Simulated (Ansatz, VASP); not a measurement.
Ge: VASP beside Ansatz

The input INCAR:

```
  ALGO = Normal
  EDIFF = 1E-7
  ENCUT = 520
  GGA = PE
  GGA_COMPAT = F
  ISIF = 2
  ISMEAR = -1
  LASPH = T
  LCHARG = T
  LNONCOLLINEAR = T
  LORBIT = 11
  LORBMOM = T
  LREAL = F
  LSORBIT = T
  LVHAR = T
  LWAVE = F
  MAGMOM = 0 0 0 0 0 0
  NBANDS = 40
  NELM = 150
  PREC = Accurate
  SIGMA = 0.02
```

The input KPOINTS:

```
k-points
0
Gamma
  8 8 8
```

File POSCAR:

```
Ge
1.0
    0.0000000000      2.8368735121      2.8368735121
    2.8368735121      0.0000000000      2.8368735121
    2.8368735121      2.8368735121      0.0000000000
Ge
2
Direct
    0.0000000000      0.0000000000      0.0000000000
    0.2500000000      0.2500000000      0.2500000000
```

Input for Ansatz:

```yaml
crystal:
  lattice:
    - [0.0, 2.8368735121, 2.8368735121]
    - [2.8368735121, 0.0, 2.8368735121]
    - [2.8368735121, 2.8368735121, 0.0]
  atoms:
    - { symbol: Ge, position: [0.0, 0.0, 0.0] }
    - { symbol: Ge, position: [0.25, 0.25, 0.25] }
kpoints:
  mp_grid: { grid: [8, 8, 8] }
  band_path:
    path:
      - [0.0, 0.0, 0.0]
      - [0.5, 0.0, 0.5]
      - [0.625, 0.25, 0.625]
      - [0.375, 0.375, 0.75]
      - [0.5, 0.5, 0.5]
      - [0.5, 0.25, 0.75]
    npoints: 1
hamiltonian:
  xc: pbe
scf:
  occupations: { method: fermi_dirac, width: 0.02 }
  n_extra_bands: 8
magnetization:
  noncollinear: true
  spin_orbit: true
output:
  forces: true
  stress: true
  eigenvalues: true
```

Alike in both runs: task single point; functional PBE; k mesh 8 × 8 × 8; occupations fermi-dirac, width 0.02 eV; non-collinear spin, spin-orbit coupling.

|  | VASP | Ansatz |
| --- | --- | --- |
| version | VASP 6.6.1 | Ansatz 0.2.0 |
| potentials or method | VASP PAW PBE potentials, release 64 (Ge_d) | plane waves, PAW |
| plane-wave cutoff (eV) | 520 | 420 |
| valence electrons in the cell | 28 | 28 |

```tsv
	VASP	Ansatz	Ansatz less VASP
pressure (GPa)	3.0	3.0	+0.05
net moment per atom (μB)	0.00	0.00	0.000
```
